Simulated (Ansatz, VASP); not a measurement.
## Two plane-wave programs on TePb

INCAR

```
SYSTEM = TePb
PREC = Accurate
ENCUT = 500
EDIFF = 1E-6
ISMEAR = 0
SIGMA = 0.02
LREAL = .FALSE.
LASPH = .TRUE.
NELM = 120
ALGO = Normal
ISIF = 2
LWAVE = .FALSE.
LCHARG = .FALSE.
NBANDS = 17
GGA_COMPAT = .FALSE.
```

File KPOINTS:

```
regular mesh
0
G
  10 10 10
  0 0 0
```

Contents of POSCAR:

```
TePb
1.0
    0.0000000000      3.1904664676      3.1904664676
    3.1904664676      0.0000000000      3.1904664676
    3.1904664676      3.1904664676      0.0000000000
Te Pb
1 1
Direct
    0.5000000000      0.5000000000      0.5000000000
    0.0000000000      0.0000000000      0.0000000000
```

Input for Ansatz:

```yaml
crystal:
  lattice:
    - [0.0, 3.1904664676, 3.1904664676]
    - [3.1904664676, 0.0, 3.1904664676]
    - [3.1904664676, 3.1904664676, 0.0]
  atoms:
    - { symbol: Te, position: [0.5, 0.5, 0.5] }
    - { symbol: Pb, position: [0.0, 0.0, 0.0] }
basis:
  ecutwfc: 420
kpoints:
  mp_grid: { grid: [10, 10, 10] }
  band_path:
    path:
      - [[0.0, 0.0, 0.0], [0.5, 0.0, 0.5], [0.625, 0.25, 0.625]]
      - [[0.375, 0.375, 0.75], [0.0, 0.0, 0.0], [0.5, 0.5, 0.5], [0.5, 0.25, 0.75], [0.5, 0.0, 0.5]]
    npoints: 10
hamiltonian:
  xc: lda
  pseudopotentials: { kind: paw, azcp: { folder: soft_1 } }
scf:
  occupations: { method: gaussian, width: 0.02 }
  n_extra_bands: 7
output:
  forces: true
  stress: true
  eigenvalues: true
```

Alike in both runs: task single point; functional LDA; k mesh 10 × 10 × 10; occupations gaussian, width 0.02 eV; no spin polarisation.

```csv
,VASP,Ansatz
version,VASP 6.6.1,Ansatz 0.2.0
potentials or method,"VASP PAW LDA potentials, release 64 (Te, Pb_d), cutoff 500 eV","scalar-relativistic, plane waves, PAW"
valence electrons in the cell,20,30
```

|  | VASP | Ansatz | Ansatz less VASP |
| --- | --- | --- | --- |
| gap on the k mesh at the Fermi level (eV) | 0.55 | 0.58 | +0.022 |
| least direct gap on the mesh (eV) | 0.55 | 0.58 | +0.022 |
| pressure (GPa) | 0.1 | 0.0 | -0.07 |

Ansatz warns that its potentials were made for another functional, while VASP's fit it. LDA's correlation is that of Perdew and Zunger in VASP and of Perdew and Wang (1992) in Ansatz. VASP's potentials hold 20 valence electrons a cell and Ansatz's 30, so a difference there can come from the potentials and not from the codes.

Neither program's run includes spin-orbit coupling.
